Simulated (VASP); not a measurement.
Input of a VASP 6.6.1 run:

The input INCAR:

```
SYSTEM = TiSb2
PREC = Accurate
ENCUT = 520
EDIFF = 1E-6
ISMEAR = -1
SIGMA = 0.02
LREAL = .False.
LASPH = .True.
NELM = 60
ALGO = Normal
ISIF = 2
LWAVE = .False.
LCHARG = .False.
NBANDS = 31
```

File KPOINTS:

```
Automatic mesh
0
Gamma
  6 6 6
  0 0 0
```

POSCAR

```
TiSb2
1.0
   -3.4059543755      3.4059543755      2.9753517352
    3.4059543755     -3.4059543755      2.9753517352
    3.4059543755      3.4059543755     -2.9753517352
Ti Sb
2 4
Direct
    0.2500000000      0.2500000000      0.0000000000
    0.7500000000      0.7500000000      0.0000000000
    0.6515600000      0.1515600000      0.8031200000
    0.1515600000      0.3484400000      0.5000000000
    0.3484400000      0.8484400000      0.1968800000
    0.8484400000      0.6515600000      0.5000000000
```

Potentials or basis: VASP PAW LDA potentials, release 64 (Ti_sv, Sb).

Run with:

```bash
$ cat potpaw_LDA.64/Ti_sv/POTCAR potpaw_LDA.64/Sb/POTCAR > POTCAR
$ mpirun -np 1 vasp_std > vasp.out
```

Q: What does it give for the largest force?

A: 0.116 eV/Å.

Q: What does it give for the pressure?

A: -9.2 GPa.

Forces in eV/Å, atoms in the order of the input:
```
Ti   0.000  0.000  0.000
Ti   0.000  0.000  0.000
Sb   0.082  0.082  0.000
Sb  -0.082  0.082  0.000
Sb  -0.082 -0.082  0.000
Sb   0.082 -0.082  0.000
```

Caveat: the cell stands under tension.
